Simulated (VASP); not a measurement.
Crystal: NaLu.

```
Na Lu
1.0
     0.00000    2.81788    2.81788
     2.81788    0.00000    2.81788
     2.81788    2.81788    0.00000
Na Lu
1 1
Direct
  0.50000 0.50000 0.50000
  0.00000 0.00000 0.00000
```

The cell was built from a structure type or drawn by symmetry, and may not be a known phase.

| Item | Value |
| --- | --- |
| Program | VASP 6.6.1 |
| Task | relaxation of cell and atoms |
| Functional | PBE |
| Potentials or basis | VASP PAW PBE potentials, release 64 (Na_pv, Lu) |
| Cutoff | 600 eV |
| k mesh | 6 × 6 × 6 |
| Occupations | gaussian, width 0.1 eV |
| Spin | no spin polarisation |

At the start: pressure 14.3 GPa; volume 22.38 Å³/atom.

**Question.** Where does the relaxation end?

**Answer.** Over 4 steps the energy falls by 321.7 meV/atom and the volume is 31.88 Å³/atom (+42.5 %); space group Fm-3m (No. 225, to 0.1 Å) before and after.

The path:
```tsv
step	energy change (eV)	largest force (eV/Å)	pressure (GPa)	volume (Å³)
1	0.0000	0.0000	14.31	44.75
2	-0.6160	0.0000	1.91	58.98
3	-0.6203	0.0000	-1.73	69.08
4	-0.6435	0.0000	0.05	63.75
```

Final structure:
```
Na Lu
1.0
     0.00000    3.17071    3.17071
     3.17071    0.00000    3.17071
     3.17071    3.17071    0.00000
Na Lu
1 1
Direct
  0.50000 0.50000 0.50000
  0.00000 0.00000 0.00000
```

Caveat: the volume moved by over 15 % at a fixed basis, so the end points are rough.
